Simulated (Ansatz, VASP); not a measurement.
# Be2Si3: VASP beside Ansatz

File INCAR:

```
SYSTEM = Be2Si3
PREC = Accurate ; ENCUT = 600
EDIFF = 1E-6 ; ISMEAR = 0
SIGMA = 0.1 ; LREAL = .False.
LASPH = .True. ; NELM = 60
ALGO = Normal ; ISIF = 3
LWAVE = .False. ; LCHARG = .False.
GGA = PE ; IBRION = 2
NSW = 90 ; EDIFFG = -0.04
```

The input KPOINTS:

```
Automatic mesh
0
Gamma
  6 6 6
  0 0 0
```

File POSCAR:

```
Be2Si3
1.0
    1.5576535051      0.8993116704      7.2205141244
   -1.5576535051      0.8993116704      7.2205141244
    0.0000000000     -1.7986233409      7.2205141244
Be Si
2 3
Direct
    0.4000000000      0.4000000000      0.4000000000
    0.6000000000      0.6000000000      0.6000000000
    0.0000000000      0.0000000000      0.0000000000
    0.2095000000      0.2095000000      0.2095000000
    0.7905000000      0.7905000000      0.7905000000
```

Input for Ansatz:

```yaml
crystal:
  lattice:
    - [1.5576535051, 0.8993116704, 7.2205141244]
    - [-1.5576535051, 0.8993116704, 7.2205141244]
    - [0.0, -1.7986233409, 7.2205141244]
  atoms:
    - { symbol: Be, position: [0.4, 0.4, 0.4] }
    - { symbol: Be, position: [0.6, 0.6, 0.6] }
    - { symbol: Si, position: [0.0, 0.0, 0.0] }
    - { symbol: Si, position: [0.2095, 0.2095, 0.2095] }
    - { symbol: Si, position: [0.7905, 0.7905, 0.7905] }
basis:
  ecutwfc: 420
kpoints:
  mp_grid: { grid: [6, 6, 6] }
hamiltonian:
  xc: pbe
scf:
  occupations: { method: gaussian, width: 0.1 }
  lower_state_search: "off"
output:
  forces: true
  stress: true
  eigenvalues: true
relax:
  adjacent_minimum: "off"
  f_tol: 0.04
  max_steps: 70
  cell: { stress_tol: 0.4 }
```

Alike in both runs: task relaxation of cell and atoms; functional PBE; k mesh 6 × 6 × 6; occupations gaussian, width 0.1 eV; no spin polarisation.

```csv
,VASP,Ansatz
version,VASP 6.6.1,Ansatz 0.2.0
potentials or method,"VASP PAW PBE potentials, release 64 (Be, Si), cutoff 600 eV","scalar-relativistic, plane waves, PAW"
valence electrons in the cell,16,16
```

|  | VASP | Ansatz | Ansatz less VASP |
| --- | --- | --- | --- |
| gap on the k mesh at the Fermi level, each at its own relaxed structure (eV) | none | none | - |
| relaxed volume (Å³/atom) | 12.85 | 12.80 | -0.045 |
| relaxed cell length with the largest relative difference (Å) | 8.685 | 8.674 | -0.0109 |

A gap of «none» marks a metal or a gap that the smearing closes.

The k mesh is coarse, so the values compare programs but aren't converged.
